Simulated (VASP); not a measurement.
Set up this calculation in VASP 6.6.1, as the native input.

```
Task                   : single point
Functional             : PBEsol
Potentials or basis    : VASP PAW PBE potentials, release 64 (I)
Cutoff                 : 520 eV
k mesh                 : 6 × 6 × 3
Occupations            : fermi-dirac, width 0.1 eV
Spin                   : no spin polarisation
Dipole correction      : no
Further INCAR settings : ALGO = Normal; EDIFF = 1e-06; NBANDS = 22
```

The structure of I lies in POSCAR:

```
I
1.0
    3.7362100000      2.5443170000      0.0000000000
    3.7362100000     -2.5443170000      0.0000000000
    0.0000000000      0.0000000000     -9.8542810000
I
4
Direct
    0.1381000000      0.8619000000      0.8891000000
    0.3619000000      0.6381000000      0.3891000000
    0.8619000000      0.1381000000      0.1109000000
    0.6381000000      0.3619000000      0.6109000000
```

These files were run (other wordings do the same):

INCAR

```
ALGO = Normal
EDIFF = 1E-6
ENCUT = 520
GGA = PS
ISIF = 2
ISMEAR = -1
LASPH = T
LCHARG = F
LREAL = F
LWAVE = F
NBANDS = 22
NELM = 100
PREC = Accurate
SIGMA = 0.1
```

KPOINTS

```
k-points
0
Gamma
  6 6 3
```

Potentials or basis: VASP PAW PBE potentials, release 64 (I).

Command:

```sh
$ cat potpaw_PBE.64/I/POTCAR > POTCAR
$ mpirun -np 1 vasp_std > vasp.out
```

It gave:

```yaml
Pressure: 1.0 GPa
Largest_force: 1.510 eV/Å
Band_gap_on_the_k_mesh: 1.66 eV
```

Caveat: this functional lacks dispersion, which holds the molecules together, so the pressure and a relaxed volume are unreliable; the PAW data sets were made with another functional, which shifts forces and pressure a little; spin-orbit coupling is left out, which moves the levels of the heavy elements; an odd mesh through Γ misses points on the zone boundary, where band edges can lie.

Wall time 33 s on 1 thread of Intel(R) Xeon(R) 6975P-C (Granite Rapids), with other jobs on the host, peak memory 0.32 GiB.
